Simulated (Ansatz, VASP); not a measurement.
# Two plane-wave programs on In7MoP8

```xyz
16
Lattice="0.0000 5.8687 5.8687 5.8687 0.0000 5.8687 5.8687 5.8687 0.0000" Properties=species:S:1:pos:R:3 pbc="T T T"
Mo    5.8687    5.8687    0.0000
In    2.9343    2.9343    0.0029
In    2.9343    0.0029    2.9343
In    5.8658    2.9343    2.9343
In    0.0029    2.9343    2.9343
In    2.9343    5.8658    2.9343
In    2.9343    2.9343    5.8658
In    5.8687    5.8687    5.8687
P     1.4016    1.4016    1.4016
P     4.4671    4.4671    1.4016
P     4.4671    1.4016    4.4671
P     7.3351    4.4023    4.4023
P     1.4016    4.4671    4.4671
P     4.4023    7.3351    4.4023
P     4.4023    4.4023    7.3351
P     7.3351    7.3351    7.3351
```

Alike in both runs: task single point; functional PBEsol; k mesh 3 × 3 × 3; occupations gaussian, width 0.05 eV; collinear spin; Hubbard terms Mo d U = 2.0 eV.

|  | VASP | Ansatz |
| --- | --- | --- |
| version | VASP 6.6.1 | Ansatz 0.2.0 |
| potentials or method | VASP PAW PBE potentials, release 64 (Mo_sv, In_d, P), cutoff 500 eV | scalar-relativistic, plane waves, PAW |
| valence electrons in the cell | 145 | 145 |

```csv
,VASP,Ansatz,Ansatz less VASP
pressure (GPa),-0.8,-0.8,-0.04
rms of the force components (eV/Å),0.021,0.002,-0.0197
net moment per atom (μB),0.19,0.19,0.000
size of the moment on the site where the two differ most (μB),2.17,1.76,-0.408
```

VASP's potentials were made for PBE, not for PBEsol. Site moments also hang on the region over which each program counts them. The programs project onto different local orbitals, so the same U acts differently, and such runs can settle in different states. Atom by atom the forces differ by 0.020 eV/Å (rms over components). Ansatz's warnings: filled band counts differ across k points.
